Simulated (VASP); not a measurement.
# ZrSnI6 (R-3) in VASP: a series of runs

The runs below take ZrSnI6 through single point, with PBEsol, r2SCAN+rVV10.

Program: VASP 6.6.1. These are calculated values, not measurements. Logs are shortened: lines on timing, memory, paths and dates and some standing lists are left out, and cuts for length are marked.

### 1 The cell of the first run

Symmetry: R-3, No. 148, trigonal system. The conventional cell has a = 7.319 Å, b = 7.319 Å, c = 19.966 Å, α = 90.00°, β = 90.00°, γ = 120.00°. Zr (site symmetry -3) has 6 I at 2.84 Å within 3.7 Å. Sn (site symmetry -3) has 6 I at 3.14 Å within 4.1 Å. I (site symmetry 1) has 1 Zr at 2.84 Å and 1 Sn at 3.14 Å within 3.7 Å.

### 2 Single point, PBEsol

Contents of INCAR:

```
  PREC = Accurate
  ENCUT = 520
  EDIFF = 1E-7
  ISMEAR = -1
  SIGMA = 0.03
  LREAL = F
  LASPH = T
  NELM = 80
  ALGO = Normal
  ISIF = 2
  LWAVE = F
  LCHARG = F
  GGA = PS
  NBANDS = 44
```

Contents of KPOINTS:

```
regular mesh
0
Gamma
  4 4 4
```

Contents of POSCAR:

```
ZrSnI6
1.0
    3.6595914650      2.1128661158      6.6553012940
   -3.6595914650      2.1128661158      6.6553012940
    0.0000000000     -4.2257322366      6.6553012924
Zr Sn I
1 1 6
Direct
    0.5000000000      0.5000000000      0.5000000000
    0.0000000000      0.0000000000      0.0000000000
    0.5559856795      0.9125841060      0.2726640806
    0.9125841060      0.2726640806      0.5559856795
    0.7273359194      0.4440143205      0.0874158940
    0.0874158940      0.7273359194      0.4440143205
    0.4440143205      0.0874158940      0.7273359194
    0.2726640806      0.5559856795      0.9125841060
```

Potentials or basis: VASP PAW PBE potentials, release 64 (Zr_sv, Sn_d, I).

The run is started by

```
cat potpaw_PBE.64/Zr_sv/POTCAR potpaw_PBE.64/Sn_d/POTCAR potpaw_PBE.64/I/POTCAR > POTCAR
mpirun -np 1 vasp_std > vasp.out
```

OUTCAR:

```text
PREC = Accurate
   ENCUT = 520
   EDIFF = 1E-7
   ISMEAR = -1
   LREAL = F
   LASPH = T
   NELM = 80
   ISIF = 2
   GGA = PS

 ion  position               nearest neighbor table
   1  0.500  0.500  0.500-   4 2.84   6 2.84   5 2.84   8 2.84   7 2.84   3 2.84
   2  0.000  0.000  0.000-   5 3.14   8 3.14   6 3.14   4 3.14   7 3.14   3 3.14
   3  0.556  0.913  0.273-   1 2.84   2 3.14
   4  0.913  0.273  0.556-   1 2.84   2 3.14
   5  0.727  0.444  0.087-   1 2.84   2 3.14
   6  0.087  0.727  0.444-   1 2.84   2 3.14
   7  0.444  0.087  0.727-   1 2.84   2 3.14
   8  0.273  0.556  0.913-   1 2.84   2 3.14

  LATTYP: Found a trigonal (rhomboedric) cell.
 ALAT       =     7.8835175035
 COS(alpha) =     0.5690219663

  Lattice vectors:

 A1 = (   3.6595914650,   2.1128661158,   6.6553012940)
 A2 = (  -3.6595914650,   2.1128661158,   6.6553012940)
 A3 = (   0.0000000000,  -4.2257322366,   6.6553012924)

Analysis of symmetry for initial positions (statically):
=====================================================================
 Subroutine PRICEL returns:
 Original cell was already a primitive cell.

 Routine SETGRP: Setting up the symmetry group for a
 trigonal (rhombohedral) supercell.

 Subroutine GETGRP returns: Found  6 space group operations
 (whereof  6 operations were pure point group operations)
 out of a pool of 12 trial point group operations.

The static configuration has the point symmetry S_6 .

Analysis of symmetry for dynamics (positions and initial velocities):
=====================================================================
 Subroutine PRICEL returns:
 Original cell was already a primitive cell.

 Routine SETGRP: Setting up the symmetry group for a
 trigonal (rhombohedral) supercell.

 Subroutine GETGRP returns: Found  6 space group operations
 (whereof  6 operations were pure point group operations)
 out of a pool of 12 trial point group operations.

The dynamic configuration has the point symmetry S_6 .

 Subroutine INISYM returns: Found  6 space group operations
 (whereof  6 operations are pure point group operations),
 and found     1 'primitive' translations

----------------------------------------------------------------------------------------

                                     Primitive cell

  volume of cell :     308.7618

  direct lattice vectors                    reciprocal lattice vectors
     3.659591465  2.112866116  6.655301294     0.136627272  0.078881792  0.050085386
    -3.659591465  2.112866116  6.655301294    -0.136627272  0.078881792  0.050085386
     0.000000000 -4.225732237  6.655301292     0.000000000 -0.157763585  0.050085386

  length of vectors
     7.883517503  7.883517503  7.883517504     0.165523094  0.165523094  0.165523094

  position of ions in fractional coordinates (direct lattice)
     0.500000000  0.500000000  0.500000000
     0.000000000  0.000000000  0.000000000
     0.555985679  0.912584106  0.272664081
     0.912584106  0.272664081  0.555985679
     0.727335919  0.444014321  0.087415894
     0.087415894  0.727335919  0.444014321
     0.444014321  0.087415894  0.727335919
     0.272664081  0.555985679  0.912584106

  ion indices of the primitive-cell ions
   primitive index   ion index
                 1           1
                 2           2
                 3           3
                 4           4
                 5           5
                 6           6
                 7           7
                 8           8

----------------------------------------------------------------------------------------

 KPOINTS: regular mesh

Automatic generation of k-mesh.
 Grid dimensions read from file:
 generate k-points for:    4    4    4

 Generating k-lattice:

  Cartesian coordinates                     Fractional coordinates (reciprocal lattice)
     0.034156818  0.019720448  0.012521346     0.250000000 -0.000000000 -0.000000000
    -0.034156818  0.019720448  0.012521346    -0.000000000  0.250000000 -0.000000000
     0.000000000 -0.039440896  0.012521346    -0.000000000 -0.000000000  0.250000000

  Length of vectors
     0.041380773  0.041380773  0.041380773

  Shift w.r.t. Gamma in fractional coordinates (k-lattice)
     0.000000000  0.000000000  0.000000000

 Subroutine IBZKPT returns following result:
 ===========================================

 Found     14 irreducible k-points:

 Following reciprocal coordinates:
            Coordinates               Weight
  0.000000  0.000000  0.000000      1.000000
  0.250000  0.000000  0.000000      6.000000
  0.500000  0.000000  0.000000      3.000000
  0.250000  0.250000  0.000000      6.000000
  0.500000  0.250000  0.000000      6.000000
  0.500000  0.000000 -0.250000      6.000000
 -0.250000  0.250000  0.000000      6.000000
  0.500000  0.500000  0.000000      3.000000
  0.250000  0.250000  0.250000      2.000000
  0.500000  0.250000  0.250000      6.000000
 -0.250000  0.250000  0.250000      6.000000
  0.500000  0.500000  0.250000      6.000000
 -0.250000  0.500000  0.250000      6.000000
  0.500000  0.500000  0.500000      1.000000
   k-points           NKPTS =     14   k-points in BZ     NKDIM =     14   number of bands    NBANDS=     44
   number of dos      NEDOS =    301   number of ions     NIONS =      8
   total plane-waves  NPLWV = 216000
   dimension x,y,z NGX =    60 NGY =   60 NGZ =   60
   dimension x,y,z NGXF=   120 NGYF=  120 NGZF=  120
   ions per type =               1   1   6
   NGX,Y,Z   is equivalent  to a cutoff of  12.65, 12.65, 12.65 a.u.
   NGXF,Y,Z  is equivalent  to a cutoff of  25.31, 25.31, 25.31 a.u.
 SYSTEM =  unknown system
   PREC   = accura    normal or accurate (medium, high low for compatibility)
   ISTART =      0    job   : 0-new  1-cont  2-samecut
   ICHARG =      2    charge: 1-file 2-atom 10-const
   ISPIN  =      1    spin polarized calculation?
   LNONCOLLINEAR =      F non collinear calculations
   LSORBIT =      F    spin-orbit coupling
   LASPH  =      T    aspherical Exc in radial PAW
   ENCUT  =  520.0 eV  38.22 Ry    6.18 a.u.  14.66 14.66 14.66*2*pi/ulx,y,z
   NELM   =     80;   NELMIN=  2; NELMDL= -5     # of ELM steps
   EDIFF  = 0.1E-06   stopping-criterion for ELM
   LREAL  =      F    real-space projection
   EDIFFG = 0.1E-05   stopping-criterion for IOM
   NSW    =      0    number of steps for IOM
   IBRION =     -1    ionic relax: 0-MD 1-quasi-New 2-CG
   NFREE  =      0    steps in history (QN), initial steepest desc. (CG)
   ISIF   =      2    stress and relaxation
   ISYM   =      2    0-nonsym 1-usesym 2-fastsym
   POTIM  = 0.5000    time-step for ionic-motion
   TEBEG  =    0.0;   TEEND  =   0.0 temperature during run
   PSTRESS=    0.0 pullay stress
   NELECT =      68.0000    total number of electrons
   NUPDOWN=      -1.0000    fix difference up-down
   EMIN   =  10.00;   EMAX   =-10.00  energy-range for DOS
   EFERMI =   0.00;   METHOD = LEGACY
   ISMEAR =    -1;   SIGMA  =   0.03  broadening in eV -4-tet -1-fermi 0-gaus
   EFERMI_NEDOS =   21; number of points for ismear=-14 and -15
   IALGO  =     38    algorithm
   IMIX   =      4    mixing-type and parameters
     AMIX     =   0.40;   BMIX     =  1.00
     AMIX_MAG =   1.60;   BMIX_MAG =  1.00
  volume/ion in A,a.u.               =      38.60       260.45
  Fermi-wavevector in a.u.,A,eV,Ry     =   0.988636  1.868252 13.298362  0.977402
  Thomas-Fermi vector in A             =   2.120177
   LORBIT       =      0    0 simple, 1 ext, 2 COOP (PROOUT), +10 PAW based schemes
   GGA     = PS    functional components
   LHFCALC =     F    Hartree Fock is set to
   AEXX    =    0.0000 exact exchange contribution
   IVDW    =     0    specifies the selected vdW correction
   LEPSILON=     F    determine dielectric tensor
   LRPA    =     F    only Hartree local field effects (RPA)
 non-spin polarized calculation
  energy-cutoff  :      520.00
  volume of cell :      308.76
 maximum number of plane-waves:      8340
 NGX is ok and might be reduce to    60
   NGX = 29   NGY = 29   NGZ = 29

 number of electron      67.9999994 magnetization

 Free energy of the ion-electron system (eV)
  ---------------------------------------------------
  ext. energy  EPLUGINS =         0.00000000
  ---------------------------------------------------
  free energy    TOTEN  =       -29.54865333 eV

  energy without entropy =      -29.54865332  energy(sigma->0) =      -29.54865333

 E-fermi :   3.8317     XC(G=0):  -8.5723

 val. band max:        3.3386015555   @ k =   0.2500   0.0000   0.0000
 cond. band min:       4.3033453685   @ k =   0.5000   0.0000   0.0000
 fundamental gap:      0.9647438130
 Fermi energy:         3.8316690214

 k-point     1 :       0.0000    0.0000    0.0000
  band No.  band energies     occupation
      1     -46.1974      2.00000
      2     -24.2274      2.00000
      3     -24.2274      2.00000
      4     -24.2247      2.00000
      5     -17.7122      2.00000
      6     -17.7122      2.00000
[... 36 lines left out ...]
     43       8.5736      0.00000
     44       9.1393      0.00000

 k-point     2 :       0.2500    0.0000    0.0000
  band No.  band energies     occupation
      1     -46.1975      2.00000
      2     -24.2274      2.00000
      3     -24.2274      2.00000
      4     -24.2247      2.00000
      5     -17.7122      2.00000
      6     -17.7122      2.00000
[... 36 lines left out ...]
     43       9.2427      0.00000
     44       9.3685      0.00000

 k-point     3 :       0.5000    0.0000    0.0000
  band No.  band energies     occupation
      1     -46.1975      2.00000
      2     -24.2275      2.00000
      3     -24.2274      2.00000
      4     -24.2247      2.00000
      5     -17.7122      2.00000
      6     -17.7122      2.00000
[... 506 lines left out ...]
     43       8.6938      0.00000
     44       9.1570      0.00000

 k-point    14 :       0.5000    0.5000    0.5000
  band No.  band energies     occupation
      1     -46.1974      2.00000
      2     -24.2274      2.00000
      3     -24.2274      2.00000
      4     -24.2247      2.00000
      5     -17.7122      2.00000
      6     -17.7122      2.00000
[... 36 lines left out ...]
     43       8.6963      0.00000
     44       8.8367      0.00000

------------------------ aborting loop because EDIFF is reached ----------------------------------------

  FORCE on cell =-STRESS in cart. coord.  units (eV):
  Direction    XX          YY          ZZ          XY          YZ          ZX
  --------------------------------------------------------------------------------------
  -------------------------------------------------------------------------------------
  Total       -0.0238819     -0.0238819     -0.0393400      0.0000005      0.0000000      0.0000000
  in kB       -0.1239239     -0.1239239     -0.2041367      0.0000025      0.0000000      0.0000000
  external PRESSURE =      -0.1506615 kB  Pullay stress =       0.0000000 kB

 VOLUME and BASIS-vectors are now :
 -----------------------------------------------------------------------------
  energy-cutoff  :      520.00
  volume of cell :      308.76
      direct lattice vectors                 reciprocal lattice vectors
     3.659591465  2.112866116  6.655301294     0.136627272  0.078881792  0.050085386
    -3.659591465  2.112866116  6.655301294    -0.136627272  0.078881792  0.050085386
     0.000000000 -4.225732237  6.655301292     0.000000000 -0.157763585  0.050085386

 POSITION                                       TOTAL-FORCE (eV/Angst)
 -----------------------------------------------------------------------------------
      0.00000     -0.00000      9.98295         0.000000      0.000000      0.000000
      0.00000      0.00000      0.00000         0.000000      0.000000      0.000000
     -1.30500      1.95069     11.58844         0.003639     -0.000757     -0.002139
      2.34185      0.15482     11.58844        -0.002475     -0.002773     -0.002139
      1.03684      2.10551      8.37747         0.001164     -0.003530      0.002139
     -2.34185     -0.15482      8.37747         0.002475      0.002773      0.002139
      1.30500     -1.95069      8.37747        -0.003639      0.000757      0.002139
     -1.03684     -2.10551     11.58844        -0.001164      0.003530     -0.002139
 -----------------------------------------------------------------------------------
    total drift:                                0.000000      0.000000      0.000000

  FREE ENERGIE OF THE ION-ELECTRON SYSTEM (eV)
  ---------------------------------------------------
  free  energy   TOTEN  =       -29.5486533330 eV

  energy  without entropy=      -29.5486533186  energy(sigma->0) =      -29.54865333
```

It took 3.4 min on 1 thread of AMD EPYC 9R45 (Zen 5), shared host; peak memory 0.53 GiB.

What came out:

```yaml
Free_energy: -29.5487 eV
Pressure: 0.0 GPa
Largest_force: 0.004 eV/Å
Band_gap_on_the_k_mesh: 0.96 eV (least direct gap 1.22 eV)
```

Forces in eV/Å, atoms in the order of the input:
```
Zr   0.000  0.000  0.000
Sn   0.000  0.000  0.000
I    0.004 -0.001 -0.002
I   -0.002 -0.003 -0.002
I    0.001 -0.004  0.002
I    0.002  0.003  0.002
I   -0.004  0.001  0.002
I   -0.001  0.004 -0.002
```

Caveat: the PAW data sets were made with another functional, which shifts forces and pressure a little; spin-orbit coupling is left out, which moves the levels of the heavy elements. A k mesh can miss the band edges.

### 3 Single point, r2SCAN+rVV10

This run uses another cell than the first one, of 39.43 Å³/atom.

Contents of POSCAR:

```
ZrSnI6
1.0
    3.6775223317      2.1232185065      6.7330043864
   -3.6775223317      2.1232185065      6.7330043864
    0.0000000000     -4.2464370180      6.7330043848
Zr Sn I
1 1 6
Direct
    0.5000000000      0.5000000000      0.5000000000
    0.0000000000      0.0000000000      0.0000000000
    0.5569141444      0.9122828072      0.2709820284
    0.9122828072      0.2709820284      0.5569141444
    0.7290179716      0.4430858556      0.0877171928
    0.0877171928      0.7290179716      0.4430858556
    0.4430858556      0.0877171928      0.7290179716
    0.2709820284      0.5569141444      0.9122828072
```

Contents of INCAR.step1:

```
SYSTEM = ZrSnI6
  PREC = Accurate
  ENCUT = 520
  ISMEAR = -1
  SIGMA = 0.03
  LREAL = .False.
  LASPH = .True.
  NELM = 60
  NBANDS = 44
  GGA = PE
  ALGO = Normal
  EDIFF = 1E-4
  LWAVE = .True.
  LCHARG = .False.
```

Contents of INCAR.step2:

```
SYSTEM = ZrSnI6
  PREC = Accurate
  ENCUT = 520
  EDIFF = 1E-7
  ISMEAR = -1
  SIGMA = 0.03
  LREAL = .False.
  LASPH = .True.
  NELM = 60
  ALGO = Normal
  ISIF = 2
  LWAVE = .False.
  LCHARG = .True.
  METAGGA = R2SCAN
  LMIXTAU = .True.
  LUSE_VDW = .True.
  IVDW_NL = 2
  BPARAM = 11.95
  CPARAM = 0.0093
  LELF = .True.
  LVHAR = .True.
  NBANDS = 44
  ISTART = 1
```

Contents of KPOINTS:

```
Automatic mesh
0
Gamma
  4 4 4
  0 0 0
```

Potentials or basis: VASP PAW PBE potentials, release 64 (Zr_sv, Sn_d, I).

The run is started by

```
cat potpaw_PBE.64/Zr_sv/POTCAR potpaw_PBE.64/Sn_d/POTCAR potpaw_PBE.64/I/POTCAR > POTCAR
cp INCAR.step1 INCAR
mpirun -np 1 vasp_std > vasp.out
cp INCAR.step2 INCAR
mpirun -np 1 vasp_std > vasp.out
```

Run time: 19 min. Hardware: 1 thread of AMD EPYC 9R45 (Zen 5), shared host; peak memory 1.3 GiB.

The run converged. Its results:

* Free energy: -199.5381 eV
* Pressure: 0.1 GPa
* Largest force: 0.007 eV/Å
* Band gap on the k mesh: 1.22 eV (least direct gap 1.46 eV)

Forces on the atoms (eV/Å):
```
Zr   0.000  0.000  0.000
Sn   0.000  0.000  0.000
I   -0.005  0.000  0.006
I    0.003  0.004  0.006
I   -0.002  0.004 -0.006
I   -0.003 -0.004 -0.006
I    0.005  0.000 -0.006
I    0.002 -0.004  0.006
```

Levels at points of the mesh, in eV from the valence-band top:
| k point | band 30 | band 31 | band 32 | band 33 | band 34 | band 35 | band 36 | band 37 | band 38 | band 39 |
| --- | --- | --- | --- | --- | --- | --- | --- | --- | --- | --- |
| (0.00, 0.00, 0.00) | -0.86 | -0.53 | -0.53 | -0.36 | -0.17 | 1.72 | 1.86 | 1.86 | 3.23 | 3.36 |
| (0.50, 0.00, 0.00) | -1.16 | -1.08 | -0.91 | -0.58 | -0.25 | 1.22 | 1.59 | 1.87 | 2.78 | 3.24 |
| (0.50, 0.50, 0.00) | -1.18 | -0.96 | -0.75 | -0.73 | -0.32 | 1.72 | 2.07 | 2.16 | 3.23 | 3.54 |
| (0.50, 0.50, 0.50) | -0.93 | -0.93 | -0.68 | -0.68 | -0.26 | 1.54 | 1.54 | 1.84 | 3.10 | 3.10 |

Caveat: the PAW data sets were made with another functional, which shifts forces and pressure a little; spin-orbit coupling is left out, which moves the levels of the heavy elements. A k mesh can miss the band edges.
